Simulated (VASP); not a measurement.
Runs of VASP 6.6.1 on Li2Se. The structure is that of space group Fm-3m (No. 225), or close to it. The cells are those of the table. 

| level | cell | k mesh | cutoff (eV) | smearing | grid for exact exchange (PRECFOCK) | share of exact exchange | screening parameter | gap on the mesh (eV) | pressure (GPa) |
| --- | --- | --- | --- | --- | --- | --- | --- | --- | --- |
| r2SCAN | a = 4.022 Å, angles 60.0°, 3 atoms | 8 × 8 × 8 | 830 | gaussian 0.01 eV | - | - | - | 3.31 | 6.9 |
| HSE06 | a = 4.022 Å, angles 60.0°, 3 atoms | 6 × 6 × 6 | 650 | gaussian 0.01 eV | Normal | 0.25 | 0.2079 1/Å | 3.66 | (c) |
| HSE06 | a = 4.233 Å, angles 60.0°, 3 atoms | 6 × 6 × 6 | 650 | gaussian 0.01 eV | Normal | 0.25 | 0.2079 1/Å | 3.83 | (a) |
| PBE | a = 4.022 Å, angles 60.0°, 3 atoms | 8 × 8 × 8 | 750 | fermi-dirac 0.02 eV | - | - | - | (b) | 7.5 |

Alike in all rows: task single point; potentials or basis VASP PAW PBE potentials, release 64 (Se, Li_sv); no spin polarisation.

Task: Estimate the missing entries.

Result: (a) -0.5; (b) 2.80; (c) 6.6.

Caveats: the structure was generated, so it needn't be the stable form of Li2Se; the cell stands under pressure (at least some runs); the PAW data sets were made with another functional, which shifts forces and pressure a little (at least some runs).

A k mesh can miss the band edges, and the runs leave out spin-orbit coupling on Se.
